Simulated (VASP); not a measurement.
# AlGa2N3 (P3m1) in VASP: relaxation of cell and atoms with PBE

Aim: the relaxation of cell and atoms of AlGa2N3 with PBE.

Program: VASP 6.6.1. These are calculated values, not measurements. Logs are shortened: lines on timing, memory, paths and dates and some standing lists are left out, and cuts for length are marked.

## 1. The cell of the first run

Symmetry: P3m1, No. 156, trigonal system. Conventional cell: a = 3.201 Å, b = 3.201 Å, c = 15.392 Å, α = 90.00°, β = 90.00°, γ = 120.00°. Within 2.6 Å of Al (site symmetry 3m) lie 4 N at 1.95 to 1.96 Å. Al (site symmetry 3m) has 4 N at 1.95 to 1.96 Å within 2.6 Å. Within 2.6 Å of N (site symmetry 3m) lie 3 Al at 1.95 Å and 1 Ga at 1.96 Å. N (site symmetry 3m) has 4 Al at 1.95 to 1.96 Å within 2.6 Å. N (site symmetry 3m) has 3 Ga at 1.95 Å and 1 Al at 1.96 Å within 2.6 Å. N (site symmetry 3m) has 4 Ga at 1.95 to 1.96 Å within 2.6 Å. Within 2.6 Å of N (site symmetry 3m) lie 4 Ga at 1.95 to 1.96 Å. N (site symmetry 3m) has 4 Ga at 1.95 to 1.96 Å within 2.6 Å.

## 2. Relaxation of cell and atoms, PBE

INCAR

```
ALGO = Normal
EDIFF = 1E-6
EDIFFG = -0.01
ENCUT = 600
GGA = PE
IBRION = 2
ISIF = 3
ISMEAR = 0
LASPH = True
LCHARG = False
LREAL = False
LWAVE = False
NELM = 80
NSW = 65
PREC = Accurate
SIGMA = 0.02
```

KPOINTS

```
k-points
0
Gamma
  12 12 2
```

POSCAR

```
AlGa2N3
1.0
    3.2005742532      0.0000000000      0.0000000000
   -1.6002871266      2.7717786099      0.0000000000
    0.0000000000      0.0000000000     15.3921038332
Al N Ga
2 6 4
Direct
    0.3333333333      0.6666666667      0.3330762154
    0.6666666667      0.3333333333      0.1664095487
    0.3333333333      0.6666666667      0.1269237846
    0.6666666667      0.3333333333      0.2935904513
    0.3333333333      0.6666666667      0.4602571179
    0.6666666667      0.3333333333      0.6269237846
    0.3333333333      0.6666666667      0.7935904513
    0.6666666667      0.3333333333      0.9602571179
    0.3333333333      0.6666666667      0.6664095487
    0.6666666667      0.3333333333      0.4997428821
    0.3333333333      0.6666666667      0.9997428821
    0.6666666667      0.3333333333      0.8330762154
```

Potentials or basis: VASP PAW PBE potentials, release 64 (Al, N, Ga_d).

The run is started by

```console
> cat potpaw_PBE.64/Al/POTCAR potpaw_PBE.64/N/POTCAR potpaw_PBE.64/Ga_d/POTCAR > POTCAR
> mpirun -np 1 vasp_std > vasp.out
```

OUTCAR:

```text
EDIFF = 1E-6
   EDIFFG = -0.01
   ENCUT = 600
   GGA = PE
   IBRION = 2
   ISIF = 3
   ISMEAR = 0
   LASPH = True
   LREAL = False
   NELM = 80
   NSW = 65
   PREC = Accurate

 ion  position               nearest neighbor table
   1  0.333  0.667  0.333-   4 1.95   4 1.95   4 1.95   5 1.96   2 3.16   2 3.16   2 3.16
   2  0.667  0.333  0.166-   3 1.95   3 1.95   3 1.95   4 1.96   1 3.16   1 3.16   1 3.16
   3  0.333  0.667  0.127-   2 1.95   2 1.95   2 1.95  11 1.96
   4  0.667  0.333  0.294-   1 1.95   1 1.95   1 1.95   2 1.96
   5  0.333  0.667  0.460-  10 1.95  10 1.95  10 1.95   1 1.96
   6  0.667  0.333  0.627-   9 1.95   9 1.95   9 1.95  10 1.96
   7  0.333  0.667  0.794-  12 1.95  12 1.95  12 1.95   9 1.96
   8  0.667  0.333  0.960-  11 1.95  11 1.95  11 1.95  12 1.96
   9  0.333  0.667  0.666-   6 1.95   6 1.95   6 1.95   7 1.96
  10  0.667  0.333  0.500-   5 1.95   5 1.95   5 1.95   6 1.96
  11  0.333  0.667  1.000-   8 1.95   8 1.95   8 1.95   3 1.96
  12  0.667  0.333  0.833-   7 1.95   7 1.95   7 1.95   8 1.96

  LATTYP: Found a hexagonal cell.
 ALAT       =     3.2005742532
 C/A-ratio  =     4.8091694226

  Lattice vectors:

 A1 = (   3.2005742532,   0.0000000000,   0.0000000000)
 A2 = (  -1.6002871266,   2.7717786099,   0.0000000000)
 A3 = (   0.0000000000,   0.0000000000,  15.3921038332)

Analysis of symmetry for initial positions (statically):
=====================================================================
 Subroutine PRICEL returns:
 Original cell was already a primitive cell.

 Routine SETGRP: Setting up the symmetry group for a
 hexagonal supercell.

 Subroutine GETGRP returns: Found  6 space group operations
 (whereof  6 operations were pure point group operations)
 out of a pool of 24 trial point group operations.

The static configuration has the point symmetry C_3v.

Analysis of symmetry for dynamics (positions and initial velocities):
=====================================================================
 Subroutine PRICEL returns:
 Original cell was already a primitive cell.

 Routine SETGRP: Setting up the symmetry group for a
 hexagonal supercell.

 Subroutine GETGRP returns: Found  6 space group operations
 (whereof  6 operations were pure point group operations)
 out of a pool of 24 trial point group operations.

The dynamic configuration has the point symmetry C_3v.

 Subroutine INISYM returns: Found  6 space group operations
 (whereof  6 operations are pure point group operations),
 and found     1 'primitive' translations

[... 136 lines left out ...]
  Fermi-wavevector in a.u.,A,eV,Ry     =   1.414081  2.672225 27.206546  1.999625
  Thomas-Fermi vector in A             =   2.535660
   LORBIT       =      0    0 simple, 1 ext, 2 COOP (PROOUT), +10 PAW based schemes
   GGA     = PE    functional components
   LHFCALC =     F    Hartree Fock is set to
   AEXX    =    0.0000 exact exchange contribution
   IVDW    =     0    specifies the selected vdW correction
   LEPSILON=     F    determine dielectric tensor
   LRPA    =     F    only Hartree local field effects (RPA)
 conjugate gradient relaxation of ions
 non-spin polarized calculation
 Gauss-broadening in eV      SIGMA  =   0.02
  energy-cutoff  :      600.00
  volume of cell :      136.55
 maximum number of plane-waves:      4598
 NGX is ok and might be reduce to    28
   NGX = 13   NGY = 13   NGZ = 61

--------------------------------------- Ionic step        1  -------------------------------------------

 number of electron      87.9999998 magnetization

 Free energy of the ion-electron system (eV)
  ---------------------------------------------------
  ext. energy  EPLUGINS =         0.00000000
  ---------------------------------------------------
  free energy    TOTEN  =       -78.23785137 eV

  energy without entropy =      -78.23785137  energy(sigma->0) =      -78.23785137

------------------------ aborting loop because EDIFF is reached ----------------------------------------

  FORCE on cell =-STRESS in cart. coord.  units (eV):
  Direction    XX          YY          ZZ          XY          YZ          ZX
  --------------------------------------------------------------------------------------
  -------------------------------------------------------------------------------------
  Total       -0.6473848     -0.6473848      1.5765656     -0.0000000      0.0000000      0.0000000
  in kB       -7.5960648     -7.5960648     18.4985713     -0.0000000      0.0000000      0.0000000
  external PRESSURE =       1.1021473 kB  Pullay stress =       0.0000000 kB
[... 119 lines left out ...]
  FREE ENERGIE OF THE ION-ELECTRON SYSTEM (eV)
  ---------------------------------------------------
  free  energy   TOTEN  =       -78.2984058085 eV

  energy  without entropy=      -78.2984058085  energy(sigma->0) =      -78.29840581

[... ionic steps 4 to 9 ...]

--------------------------------------- Ionic step       10  -------------------------------------------

 number of electron      88.0000006 magnetization

------------------------ aborting loop because EDIFF is reached ----------------------------------------
[... 87 lines left out ...]
--------------------------------------- Ionic step       12  -------------------------------------------

 number of electron      88.0000006 magnetization

 Free energy of the ion-electron system (eV)
  ---------------------------------------------------
  ext. energy  EPLUGINS =         0.00000000
  ---------------------------------------------------
  free energy    TOTEN  =       -78.35775140 eV

  energy without entropy =      -78.35775140  energy(sigma->0) =      -78.35775140

 E-fermi :   5.6257     XC(G=0): -11.3088

 val. band max:        5.4833989857   @ k =   0.0000   0.0000   0.0000
 cond. band min:       7.6753309859   @ k =   0.0000   0.0000   0.0000
 fundamental gap:      2.1919320001
 Fermi energy:         5.6257112037

 k-point     1 :       0.0000    0.0000    0.0000
  band No.  band energies     occupation
      1     -10.2867      2.00000
      2      -9.9807      2.00000
      3      -9.8540      2.00000
      4      -9.5350      2.00000
      5      -9.3888      2.00000
      6      -8.6107      2.00000
[... 1309 lines left out ...]
     51      12.3412      0.00000
     52      12.6498      0.00000

 [... further k-points ...]

------------------------ aborting loop because EDIFF is reached ----------------------------------------

  FORCE on cell =-STRESS in cart. coord.  units (eV):
  Direction    XX          YY          ZZ          XY          YZ          ZX
  --------------------------------------------------------------------------------------
  -------------------------------------------------------------------------------------
  Total       -0.0190922     -0.0190922     -0.0585724      0.0000000      0.0000000     -0.0000000
  in kB       -0.2240931     -0.2240931     -0.6874887      0.0000000      0.0000000     -0.0000000
  external PRESSURE =      -0.3785583 kB  Pullay stress =       0.0000000 kB
[... 27 lines left out ...]
  FREE ENERGIE OF THE ION-ELECTRON SYSTEM (eV)
  ---------------------------------------------------
  free  energy   TOTEN  =       -78.3577513984 eV

  energy  without entropy=      -78.3577513984  energy(sigma->0) =      -78.35775140

 reached required accuracy - stopping structural energy minimisation
```

OSZICAR:

```text
N       E                     dE             d eps       ncg     rms          rms(c)
DAV:   1     0.112207064187E+04    0.11221E+04   -0.43122E+04  4328   0.303E+03
DAV:   2     0.171749926244E+03   -0.95032E+03   -0.91628E+03  4104   0.813E+02
DAV:   3    -0.672911296158E+02   -0.23904E+03   -0.23007E+03  4784   0.256E+02
[... 109 lines left out ...]
       N       E                     dE             d eps       ncg     rms          rms(c)
DAV:   1    -0.783577544606E+02   -0.37177E-04   -0.60707E-03  4276   0.477E-01    0.350E-02
DAV:   2    -0.783577572773E+02   -0.28167E-05   -0.31695E-04  4888   0.193E-01    0.178E-02
DAV:   3    -0.783577519519E+02    0.53254E-05   -0.51343E-05  6000   0.520E-02    0.638E-03
DAV:   4    -0.783577513984E+02    0.55352E-06   -0.69616E-06  5080   0.336E-02
  12 F= -.78357751E+02 E0= -.78357751E+02  d E =-.344469E-04
```

CONTCAR:

```text
AlGa2N3
   1.00000000000000
     3.1869361487843655    0.0000000000000000    0.0000000000000000
    -1.5934680743921827    2.7599676650174882   -0.0000000000000000
    -0.0000000000000000    0.0000000000000000   15.5188999410799333
  Al              N               Ga
     2     6     4
Direct
     0.3333333332999970    0.6666666667000030    0.3304144327511518
     0.6666666667000030    0.3333333332999970    0.1698988192165163
     0.3333333332999970    0.6666666667000030    0.1328003984695494
     0.6666666667000030    0.3333333332999970    0.2927521340356228
     0.3333333332999970    0.6666666667000030    0.4532585272295768
     0.6666666667000030    0.3333333332999970    0.6234905328704141
     0.3333333332999970    0.6666666667000030    0.7930521009569097
     0.6666666667000030    0.3333333332999970    0.9626387897757350
     0.3333333332999970    0.6666666667000030    0.6655488937508267
     0.6666666667000030    0.3333333332999970    0.4960708906997913
     0.3333333332999970    0.6666666667000030    0.0049238516356343
     0.6666666667000030    0.3333333332999970    0.8351506286082766

  0.00000000E+00  0.00000000E+00  0.00000000E+00
  0.00000000E+00  0.00000000E+00  0.00000000E+00
  0.00000000E+00  0.00000000E+00  0.00000000E+00
  0.00000000E+00  0.00000000E+00  0.00000000E+00
  0.00000000E+00  0.00000000E+00  0.00000000E+00
  0.00000000E+00  0.00000000E+00  0.00000000E+00
  0.00000000E+00  0.00000000E+00  0.00000000E+00
  0.00000000E+00  0.00000000E+00  0.00000000E+00
  0.00000000E+00  0.00000000E+00  0.00000000E+00
  0.00000000E+00  0.00000000E+00  0.00000000E+00
  0.00000000E+00  0.00000000E+00  0.00000000E+00
  0.00000000E+00  0.00000000E+00  0.00000000E+00
```

Run time: 77 min. Hardware: 1 thread of Oxide Virtual Turin-like, shared host; peak memory 0.45 GiB.

Results:

```yaml
Free_energy: -78.3578 eV
Relaxed_volume: 11.38 Å³/atom
Relaxed_cell: a = 3.187 Å, b = 3.187 Å, c = 15.519 Å, α = 90.00°, β = 90.00°, γ = 120.00°
Space_group_after_relaxing_to_0.1_Å: P3m1 (No. 156)
Energy_gained_by_relaxing: 10.0 meV/atom
Ionic_steps: 12
Pressure_after_relaxing: 0.0 GPa
Largest_force_after_relaxing: 0.007 eV/Å
Band_gap_on_the_k_mesh: 2.19 eV
```

Forces on the atoms (eV/Å):
```
Al   0.000  0.000 -0.007
Al   0.000  0.000 -0.002
N    0.000  0.000  0.006
N    0.000  0.000  0.003
N    0.000  0.000 -0.003
N    0.000  0.000 -0.004
N    0.000  0.000  0.001
N    0.000  0.000 -0.001
Ga   0.000  0.000  0.005
Ga   0.000  0.000  0.000
Ga   0.000  0.000  0.003
Ga   0.000  0.000 -0.001
```

Step by step:
```csv
step,energy change (eV),largest force (eV/Å),pressure (GPa),volume (Å³)
1,0.0000,1.0597,0.11,136.55
2,-0.0602,0.5828,-0.16,136.70
3,-0.0606,0.6237,-0.14,136.71
4,-0.0970,0.3061,-0.08,136.59
5,-0.0986,0.3917,-0.02,136.56
6,-0.1104,0.2101,0.03,136.50
7,-0.1126,0.2777,0.06,136.46
8,-0.1195,0.0689,0.02,136.48
9,-0.1198,0.0488,0.00,136.48
10,-0.1199,0.0255,0.03,136.48
11,-0.1199,0.0205,0.02,136.48
12,-0.1199,0.0065,-0.04,136.50
```

Final structure:
```
CELL_PARAMETERS angstrom
3.18694 0.00000 0.00000
-1.59347 2.75997 0.00000
0.00000 0.00000 15.51890
ATOMIC_POSITIONS crystal
Al 0.33333 0.66667 0.33041
Al 0.66667 0.33333 0.16990
N 0.33333 0.66667 0.13280
N 0.66667 0.33333 0.29275
N 0.33333 0.66667 0.45326
N 0.66667 0.33333 0.62349
N 0.33333 0.66667 0.79305
N 0.66667 0.33333 0.96264
Ga 0.33333 0.66667 0.66555
Ga 0.66667 0.33333 0.49607
Ga 0.33333 0.66667 0.00492
Ga 0.66667 0.33333 0.83515
```

Levels at points of the mesh, in eV from the valence-band top:
| k point | band 41 | band 42 | band 43 | band 44 | band 45 | band 46 | band 47 | band 48 |
| --- | --- | --- | --- | --- | --- | --- | --- | --- |
| (0.00, 0.00, 0.00) | -0.25 | -0.17 | 0.00 | 0.00 | 2.19 | 3.68 | 3.99 | 4.39 |
| (0.50, 0.00, 0.00) | -1.52 | -1.46 | -1.45 | -1.00 | 3.98 | 4.24 | 4.96 | 5.08 |
| (0.00, 0.00, 0.50) | -0.24 | -0.24 | 0.00 | 0.00 | 2.58 | 3.11 | 4.29 | 4.40 |
| (0.50, 0.00, 0.50) | -1.85 | -1.74 | -1.21 | -1.08 | 4.31 | 4.41 | 4.51 | 5.00 |
